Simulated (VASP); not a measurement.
Set up this calculation in VASP 6.6.1, as the native input.

| Property | Result |
| --- | --- |
| Task | single point |
| Functional | PBE |
| Potentials or basis | VASP PAW PBE potentials, release 64 (K_sv, Br) |
| Cutoff | 500 eV |
| k mesh | 6 × 6 × 6 |
| Occupations | gaussian, width 0.02 eV |
| Spin | no spin polarisation |
| Dipole correction | no |
| Further INCAR settings | ALGO = Normal; EDIFF = 1e-06; NBANDS = 15 |

The structure of KBr lies in POSCAR:

```
KBr
1.0
    0.0000000000      3.3460306109      3.3460306109
    3.3460306109      0.0000000000      3.3460306109
    3.3460306109      3.3460306109      0.0000000000
K Br
1 1
Direct
    0.0000000000      0.0000000000      0.0000000000
    0.5000000000      0.5000000000      0.5000000000
```

These files were run (other wordings do the same):

INCAR

```
SYSTEM = KBr
PREC = Accurate ; ENCUT = 500
EDIFF = 1E-6 ; ISMEAR = 0
SIGMA = 0.02 ; LREAL = .FALSE.
LASPH = .TRUE. ; NELM = 120
ALGO = Normal ; ISIF = 2
LWAVE = .FALSE. ; LCHARG = .TRUE.
GGA = PE ; LELF = .TRUE.
LVHAR = .TRUE. ; NBANDS = 15
GGA_COMPAT = .FALSE.
```

KPOINTS

```
Automatic mesh
0
G
  6 6 6
  0 0 0
```

Potentials or basis: VASP PAW PBE potentials, release 64 (K_sv, Br).

Command:

```bash
$ cat potpaw_PBE.64/K_sv/POTCAR potpaw_PBE.64/Br/POTCAR > POTCAR
$ mpirun -np 1 vasp_std > vasp.out
```

Results of the run:

| Property | Result |
| --- | --- |
| Pressure | 0.1 GPa |
| Band gap on the k mesh | 4.33 eV |

Wall time 26 s on 1 thread of Intel(R) Xeon(R) Platinum 8375C CPU @ 2.90GHz (Ice Lake), on a shared host, peak memory 0.19 GiB.
